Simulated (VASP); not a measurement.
# TiAl3 (Immm) in VASP: single point with LDA

Aim: the single point of TiAl3 with LDA.

All numbers are computed with VASP 6.6.1; they aren't measurements. Logs are shortened: lines on timing, memory, paths and dates and some standing lists are left out, and cuts for length are marked.

### 1 The cell of the first run

The structure is orthorhombic, space group Immm (No. 71). The conventional cell has a = 3.502 Å, b = 3.640 Å, c = 8.484 Å, α = 90.00°, β = 90.00°, γ = 90.00°. Within 3.3 Å of Ti (site symmetry mmm) lie 12 Al at 2.53 to 2.79 Å. Within 3.3 Å of Al (site symmetry mmm) lie 4 Ti at 2.53 Å and 8 Al at 2.75 to 2.79 Å. Al (site symmetry mm2) has 8 Al at 2.53 to 2.79 Å and 4 Ti at 2.75 to 2.79 Å within 3.3 Å.

### 2 Single point, LDA (normal strain along x -0.0733, normal strain along y -0.0367)

INCAR reads:

```
PREC = Accurate ; ENCUT = 520
EDIFF = 1E-6 ; ISMEAR = 0
SIGMA = 0.15 ; LREAL = F
LASPH = T ; NELM = 60
ALGO = Fast ; ISIF = 2
LWAVE = F ; LCHARG = F
GGA = CA ; NBANDS = 18
```

KPOINTS reads:

```
regular mesh
0
Gamma
  14 14 14
```

POSCAR reads:

```
TiAl3
1.0
   -1.7508520545      1.8200019252      4.2417642881
    1.7508520545     -1.8200019252      4.2417642881
    1.7508520545      1.8200019252     -4.2417642881
Ti Al
1 3
Direct
    0.0000000000      0.0000000000      0.0000000000
    0.5000000000      0.5000000000      0.0000000000
    0.7500000000      0.2500000000      0.5000000000
    0.2500000000      0.7500000000      0.5000000000
```

Potentials or basis: VASP PAW LDA potentials, release 64 (Ti_sv, Al).

Launch:

```bash
$ cat potpaw_LDA.64/Ti_sv/POTCAR potpaw_LDA.64/Al/POTCAR > POTCAR
$ mpirun -np 1 vasp_std > vasp.out
```

OUTCAR:

```text
PREC = Accurate
   ENCUT = 520
   EDIFF = 1E-6
   ISMEAR = 0
   LREAL = F
   LASPH = T
   NELM = 60
   ISIF = 2
   GGA = CA

 ion  position               nearest neighbor table
   1  0.000  0.000  0.000-   2 2.53   2 2.53   2 2.53   2 2.53   4 2.75   3 2.75   3 2.75   4 2.75
                             3 2.79   3 2.79   4 2.79   4 2.79
   2  0.500  0.500  0.000-   1 2.53   1 2.53   1 2.53   1 2.53   3 2.75   4 2.75   4 2.75   3 2.75
                             3 2.79   4 2.79   3 2.79   4 2.79
   3  0.750  0.250  0.500-   4 2.53   4 2.53   4 2.53   4 2.53   1 2.75   2 2.75   2 2.75   1 2.75
                             1 2.79   2 2.79   1 2.79   2 2.79
   4  0.250  0.750  0.500-   3 2.53   3 2.53   3 2.53   3 2.53   2 2.75   1 2.75   1 2.75   2 2.75
                             1 2.79   1 2.79   2 2.79   2 2.79

  LATTYP: Found a body centered orthorhombic cell.
 ALAT       =     3.5017041090
 B/A-ratio  =     1.0394949822
 C/A-ratio  =     2.4226857302

  Lattice vectors:

 A1 = (  -1.7508520545,   1.8200019252,   4.2417642881)
 A2 = (   1.7508520545,  -1.8200019252,   4.2417642881)
 A3 = (   1.7508520545,   1.8200019252,  -4.2417642881)

Analysis of symmetry for initial positions (statically):
=====================================================================
 Subroutine PRICEL returns:
 Original cell was already a primitive cell.

 Routine SETGRP: Setting up the symmetry group for a
 body centered orthorhombic supercell.

 Subroutine GETGRP returns: Found  8 space group operations
 (whereof  8 operations were pure point group operations)
 out of a pool of  8 trial point group operations.

The static configuration has the point symmetry D_2h.

Analysis of symmetry for dynamics (positions and initial velocities):
=====================================================================
 Subroutine PRICEL returns:
 Original cell was already a primitive cell.

 Routine SETGRP: Setting up the symmetry group for a
 body centered orthorhombic supercell.

 Subroutine GETGRP returns: Found  8 space group operations
 (whereof  8 operations were pure point group operations)
 out of a pool of  8 trial point group operations.

The dynamic configuration has the point symmetry D_2h.

 Subroutine INISYM returns: Found  8 space group operations
 (whereof  8 operations are pure point group operations),
 and found     1 'primitive' translations

----------------------------------------------------------------------------------------

                                     Primitive cell

  volume of cell :      54.0664

  direct lattice vectors                    reciprocal lattice vectors
    -1.750852054  1.820001925  4.241764288     0.000000000  0.274724984  0.117875480
     1.750852054 -1.820001925  4.241764288     0.285575242  0.000000000  0.117875480
     1.750852054  1.820001925 -4.241764288     0.285575242  0.274724984  0.000000000

  length of vectors
     4.936644022  4.936644022  4.936644022     0.298945556  0.308946351  0.396266370

  position of ions in fractional coordinates (direct lattice)
     0.000000000  0.000000000  0.000000000
     0.500000000  0.500000000  0.000000000
     0.750000000  0.250000000  0.500000000
     0.250000000  0.750000000  0.500000000

  ion indices of the primitive-cell ions
   primitive index   ion index
                 1           1
                 2           2
                 3           3
                 4           4

----------------------------------------------------------------------------------------

 KPOINTS: regular mesh

Automatic generation of k-mesh.
 Grid dimensions read from file:
 generate k-points for:   14   14   14

 Generating k-lattice:

  Cartesian coordinates                     Fractional coordinates (reciprocal lattice)
     0.000000000  0.019623213  0.008419677     0.071428571  0.000000000  0.000000000
     0.020398232  0.000000000  0.008419677     0.000000000  0.071428571 -0.000000000
     0.020398232  0.019623213  0.000000000     0.000000000 -0.000000000  0.071428571

  Length of vectors
     0.021353254  0.022067597  0.028304741

  Shift w.r.t. Gamma in fractional coordinates (k-lattice)
     0.000000000  0.000000000  0.000000000

 Subroutine IBZKPT returns following result:
 ===========================================

 Found    428 irreducible k-points:

 Following reciprocal coordinates:
            Coordinates               Weight
  0.000000  0.000000  0.000000      1.000000
  0.071429  0.000000  0.000000      4.000000
  0.142857 -0.000000  0.000000      4.000000
  0.214286  0.000000  0.000000      4.000000
  0.285714  0.000000  0.000000      4.000000
  0.357143 -0.000000  0.000000      4.000000
[... 16 lines left out ...]
 -0.000000  0.142857  0.000000      4.000000
  0.071429  0.142857  0.000000      8.000000
 [... further k-points ...]
   k-points           NKPTS =    428   k-points in BZ     NKDIM =    428   number of bands    NBANDS=     18
   number of dos      NEDOS =    301   number of ions     NIONS =      4
   total plane-waves  NPLWV =  64000
   dimension x,y,z NGX =    40 NGY =   40 NGZ =   40
   dimension x,y,z NGXF=    80 NGYF=   80 NGZF=   80
   ions per type =               1   3
   NGX,Y,Z   is equivalent  to a cutoff of  13.47, 13.47, 13.47 a.u.
   NGXF,Y,Z  is equivalent  to a cutoff of  26.94, 26.94, 26.94 a.u.
 SYSTEM =  unknown system
   PREC   = accura    normal or accurate (medium, high low for compatibility)
   ISTART =      0    job   : 0-new  1-cont  2-samecut
   ICHARG =      2    charge: 1-file 2-atom 10-const
   ISPIN  =      1    spin polarized calculation?
   LNONCOLLINEAR =      F non collinear calculations
   LSORBIT =      F    spin-orbit coupling
   LASPH  =      T    aspherical Exc in radial PAW
   ENCUT  =  520.0 eV  38.22 Ry    6.18 a.u.   9.18  9.18  9.18*2*pi/ulx,y,z
   NELM   =     60;   NELMIN=  2; NELMDL= -5     # of ELM steps
   EDIFF  = 0.1E-05   stopping-criterion for ELM
   LREAL  =      F    real-space projection
   EDIFFG = 0.1E-04   stopping-criterion for IOM
   NSW    =      0    number of steps for IOM
   IBRION =     -1    ionic relax: 0-MD 1-quasi-New 2-CG
   NFREE  =      0    steps in history (QN), initial steepest desc. (CG)
   ISIF   =      2    stress and relaxation
   ISYM   =      2    0-nonsym 1-usesym 2-fastsym
   POTIM  = 0.5000    time-step for ionic-motion
   TEBEG  =    0.0;   TEEND  =   0.0 temperature during run
   PSTRESS=    0.0 pullay stress
   NELECT =      21.0000    total number of electrons
   NUPDOWN=      -1.0000    fix difference up-down
   EMIN   =  10.00;   EMAX   =-10.00  energy-range for DOS
   EFERMI =   0.00;   METHOD = LEGACY
   ISMEAR =     0;   SIGMA  =   0.15  broadening in eV -4-tet -1-fermi 0-gaus
   EFERMI_NEDOS =   21; number of points for ismear=-14 and -15
   IALGO  =     68    algorithm
   IMIX   =      4    mixing-type and parameters
     AMIX     =   0.40;   BMIX     =  1.00
     AMIX_MAG =   1.60;   BMIX_MAG =  1.00
  volume/ion in A,a.u.               =      13.52        91.21
  Fermi-wavevector in a.u.,A,eV,Ry     =   1.194461  2.257204 19.411938  1.426737
  Thomas-Fermi vector in A             =   2.330451
   LORBIT       =      0    0 simple, 1 ext, 2 COOP (PROOUT), +10 PAW based schemes
   GGA     = CA    functional components
   LHFCALC =     F    Hartree Fock is set to
   AEXX    =    0.0000 exact exchange contribution
   IVDW    =     0    specifies the selected vdW correction
   LEPSILON=     F    determine dielectric tensor
   LRPA    =     F    only Hartree local field effects (RPA)
 non-spin polarized calculation
 RMM-DIIS sequential band-by-band and
 Gauss-broadening in eV      SIGMA  =   0.15
  energy-cutoff  :      520.00
  volume of cell :       54.07
 maximum number of plane-waves:      1480
 NGX is ok and might be reduce to    40
   NGX = 19   NGY = 19   NGZ = 19

 number of electron      20.9999999 magnetization

 Free energy of the ion-electron system (eV)
  ---------------------------------------------------
  ext. energy  EPLUGINS =         0.00000000
  ---------------------------------------------------
  free energy    TOTEN  =       -22.36663211 eV

  energy without entropy =      -22.35212527  energy(sigma->0) =      -22.35937869

 E-fermi :   9.7002     XC(G=0): -11.5916

 val. band max:        9.6989557549   @ k =   0.5000  -0.4286   0.3571
 cond. band min:       9.7031251306   @ k =  -0.4286  -0.3571   0.2143
 fundamental gap:      0.0041693756
 Fermi energy:         9.7001563005

 k-point     1 :       0.0000    0.0000    0.0000
  band No.  band energies     occupation
      1     -45.6053      2.00000
      2     -22.3643      2.00000
      3     -22.3185      2.00000
      4     -22.2948      2.00000
      5      -1.1717      2.00000
      6       6.2114      2.00000
[... 10 lines left out ...]
     17      13.9600      0.00000
     18      14.2221      0.00000

 k-point     2 :       0.0714    0.0000    0.0000
  band No.  band energies     occupation
      1     -45.6052      2.00000
      2     -22.3672      2.00000
      3     -22.3183      2.00000
      4     -22.2947      2.00000
      5      -1.1014      2.00000
      6       5.9075      2.00000
[... 10 lines left out ...]
     17      14.2576      0.00000
     18      14.3113      0.00000

 k-point     3 :       0.1429   -0.0000    0.0000
  band No.  band energies     occupation
      1     -45.6047      2.00000
      2     -22.3753      2.00000
      3     -22.3179      2.00000
      4     -22.2943      2.00000
      5      -0.8918      2.00000
      6       5.5344      2.00000
[... 10 lines left out ...]
     17      14.4274      0.00000
     18      15.1847      0.00000

 k-point     4 :       0.2143    0.0000    0.0000
  band No.  band energies     occupation
      1     -45.6040      2.00000
      2     -22.3870      2.00000
      3     -22.3173      2.00000
      4     -22.2937      2.00000
      5      -0.5471      2.00000
      6       5.1262      2.00000
[... 375 lines left out ...]
      4     -22.2942      2.00000
      5      -1.0479      2.00000
      6       6.3223      2.00000
[... 10 lines left out ...]
     17      14.2824      0.00000
     18      14.7963      0.00000

 k-point    23 :      -0.0000    0.1429    0.0000
  band No.  band energies     occupation
      1     -45.6043      2.00000
      2     -22.3632      2.00000
      3     -22.3340      2.00000
      4     -22.2937      2.00000
      5      -0.8730      2.00000
      6       5.5887      2.00000
[... 10 lines left out ...]
     17      14.1082      0.00000
     18      15.9162      0.00000

 k-point    24 :       0.0714    0.1429    0.0000
  band No.  band energies     occupation
      1     -45.6041      2.00000
      2     -22.3661      2.00000
      3     -22.3338      2.00000
      4     -22.2938      2.00000
      5      -0.7619      2.00000
      6       5.2173      2.00000
[... 10 lines left out ...]
     17      14.6671      0.00000
     18      15.9615      0.00000

 [... further k-points ...]
[... 5 lines left out ...]
  --------------------------------------------------------------------------------------
  -------------------------------------------------------------------------------------
  Total        8.3013168      7.0571281      2.3671225      0.0000000      0.0000000      0.0000000
  in kB      245.9969652    209.1273166     70.1460953      0.0000000      0.0000000      0.0000000
  external PRESSURE =     175.0901257 kB  Pullay stress =       0.0000000 kB

 VOLUME and BASIS-vectors are now :
 -----------------------------------------------------------------------------
  energy-cutoff  :      520.00
  volume of cell :       54.07
      direct lattice vectors                 reciprocal lattice vectors
    -1.750852054  1.820001925  4.241764288     0.000000000  0.274724984  0.117875480
     1.750852054 -1.820001925  4.241764288     0.285575242  0.000000000  0.117875480
     1.750852054  1.820001925 -4.241764288     0.285575242  0.274724984  0.000000000

 POSITION                                       TOTAL-FORCE (eV/Angst)
 -----------------------------------------------------------------------------------
      0.00000      0.00000      0.00000        -0.000000      0.000000      0.000000
      0.00000      0.00000      4.24176        -0.000000      0.000000      0.000000
      0.00000      1.82000      2.12088        -0.000000      0.000000      0.027455
      1.75085     -0.00000      2.12088         0.000000     -0.000000     -0.027455
 -----------------------------------------------------------------------------------
    total drift:                               -0.000000     -0.000000      0.000000

  FREE ENERGIE OF THE ION-ELECTRON SYSTEM (eV)
  ---------------------------------------------------
  free  energy   TOTEN  =       -22.3666321110 eV

  energy  without entropy=      -22.3521252736  energy(sigma->0) =      -22.35937869
```

It used 950 s of CPU time on 1 thread of Intel(R) Xeon(R) Platinum 8488C (Sapphire Rapids), with other jobs on the host.

Results:

```
Free energy            : -22.3666 eV
Pressure               : 17.5 GPa
Largest force          : 0.027 eV/Å
Band gap on the k mesh : zero (an odd number of electrons rules out a gap without spin polarisation)
```

Forces on the atoms (eV/Å):
```
Ti   0.000  0.000  0.000
Al   0.000  0.000  0.000
Al   0.000  0.000  0.027
Al   0.000  0.000 -0.027
```

Stress tensor (GPa, compression positive):
```
24.60  0.00  0.00
 0.00 20.91  0.00
 0.00  0.00  7.01
```

Levels at points of the mesh, in eV from the Fermi level:
| k point | band 6 | band 7 | band 8 | band 9 | band 10 | band 11 | band 12 | band 13 | band 14 | band 15 |
| --- | --- | --- | --- | --- | --- | --- | --- | --- | --- | --- |
| (0.00, 0.00, 0.00) | -3.49 | -3.24 | -1.65 | -1.43 | -0.86 | 1.06 | 2.12 | 2.22 | 2.83 | 3.81 |
| (0.50, 0.00, 0.00) | -7.56 | -4.06 | -3.26 | -0.78 | -0.57 | 0.80 | 2.11 | 2.97 | 3.16 | 3.67 |
| (0.00, 0.50, 0.00) | -7.39 | -4.02 | -3.03 | -1.19 | -0.60 | 0.60 | 2.38 | 2.55 | 3.07 | 3.49 |
| (0.50, 0.50, 0.00) | -4.98 | -4.55 | -4.16 | -2.57 | -2.45 | -1.32 | 2.17 | 2.59 | 2.62 | 3.21 |
| (0.50, 0.50, 0.50) | -8.14 | -2.09 | -0.86 | -0.38 | -0.08 | 0.68 | 0.91 | 1.16 | 3.14 | 5.80 |

Caveat: the cell differs from its parent crystal (normal strain along x -0.0733, normal strain along y -0.0367); the cell stands under pressure.
